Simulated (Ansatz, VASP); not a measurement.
## One calculation of Ir, two programs

The input INCAR:

```
  PREC = Accurate
  ENCUT = 520
  EDIFF = 1E-6
  ISMEAR = 0
  SIGMA = 0.15
  LREAL = False
  LASPH = True
  NELM = 60
  ALGO = Fast
  ISIF = 2
  LWAVE = False
  LCHARG = False
  GGA = PE
  NBANDS = 16
```

The input KPOINTS:

```
Automatic mesh
0
Gamma
  16 16 12
```

File POSCAR:

```
Ir
1.0
    0.0000000000     -1.9351816027     -1.9351816027
    0.0000000000      1.9351816027     -1.9351816027
    3.8703632054      0.0000000000      0.0000000000
Ir
2
Direct
    0.5159674937      0.4840325063      0.5000000000
   -0.0159674937      0.0159674937      0.0000000000
```

Input for Ansatz:

```yaml
crystal:
  lattice:
    - [0.0, -1.9351816027, -1.9351816027]
    - [0.0, 1.9351816027, -1.9351816027]
    - [3.8703632054, 0.0, 0.0]
  atoms:
    - { symbol: Ir, position: [0.5159674937, 0.4840325063, 0.5] }
    - { symbol: Ir, position: [-0.0159674937, 0.0159674937, 0.0] }
basis:
  ecutwfc: 420
kpoints:
  mp_grid: { grid: [16, 16, 12] }
hamiltonian:
  xc: pbe
  pseudopotentials: { kind: paw, azcp: { folder: soft_1 } }
scf:
  occupations: { method: gaussian, width: 0.15 }
output:
  forces: true
  stress: true
  eigenvalues: true
```

Change from the starting cell: mode 4 frozen in at -0.062 Å and mode 6 at -0.000 Å (largest displacements).

Alike in both runs: task single point; functional PBE; k mesh 16 × 16 × 12; occupations gaussian, width 0.15 eV; no spin polarisation.

|  | VASP | Ansatz |
| --- | --- | --- |
| version | VASP 6.6.1 | Ansatz 0.2.0 |
| potentials or method | VASP PAW PBE potentials, release 64 (Ir), cutoff 520 eV | scalar-relativistic, plane waves, PAW |
| valence electrons in the cell | 18 | 34 |

```csv
,VASP,Ansatz,Ansatz less VASP
gap on the k mesh at the Fermi level (eV),none,none,-
pressure (GPa),2.0,1.4,-0.57
"traceless stress, the component that is largest in VASP (GPa)",-1.97,-1.97,-0.004
rms of the force components (eV/Å),0.510,0.508,-0.0021
```

Atom by atom the forces differ by 0.002 eV/Å (rms over components). A gap of «none» marks a metal or a gap that the smearing closes. With one functional, cell and mesh, what is left measures potentials, basis and numerics. VASP's potentials hold 18 valence electrons a cell and Ansatz's 34, so a difference there can come from the potentials and not from the codes.

Neither program's run includes spin-orbit coupling.
